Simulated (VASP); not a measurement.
# SbPb: single point with LDA

Crystal: SbPb.

```
Sb Pb
1.0
     0.00000    3.16124    3.16124
     3.16124    0.00000    3.16124
     3.16124    3.16124    0.00000
Sb Pb
1 1
Direct
  0.50000 0.50000 0.50000
  0.00000 0.00000 0.00000
```

| Item | Value |
| --- | --- |
| Program | VASP 6.6.1 |
| Task | single point |
| Functional | LDA |
| Potentials or basis | VASP PAW LDA potentials, release 64 (Sb, Pb_d) |
| Cutoff | 500 eV |
| k mesh | 6 × 6 × 6 |
| Occupations | gaussian, width 0.1 eV |
| Spin | no spin polarisation |
| Dipole correction | no |
| Further INCAR settings | ALGO = Normal; EDIFF = 1e-06; NBANDS = 16 |

The pressure is -2.9 GPa. The band gap on the k mesh is zero (an odd number of electrons rules out a gap without spin polarisation).

Levels at points of the mesh, in eV from the Fermi level:
| k point | band 8 | band 9 | band 10 | band 11 | band 12 | band 13 |
| --- | --- | --- | --- | --- | --- | --- |
| (0.00, 0.00, 0.00) | -0.50 | -0.50 | -0.50 | 4.65 | 4.65 | 4.65 |
| (0.50, 0.00, 0.00) | 0.24 | 0.24 | 0.99 | 1.33 | 1.34 | 1.34 |
| (0.50, 0.50, 0.00) | -4.44 | -2.38 | -2.38 | 3.26 | 6.63 | 6.63 |

Wall time 14 s on 1 thread of Intel Xeon 8259CL, with other jobs on the host, peak memory 0.18 GiB.

Caveat: spin-orbit coupling is left out, which moves the levels of the heavy elements; an odd number of electrons without spin polarisation forces a metal; a magnetic or distorted state may lie lower.
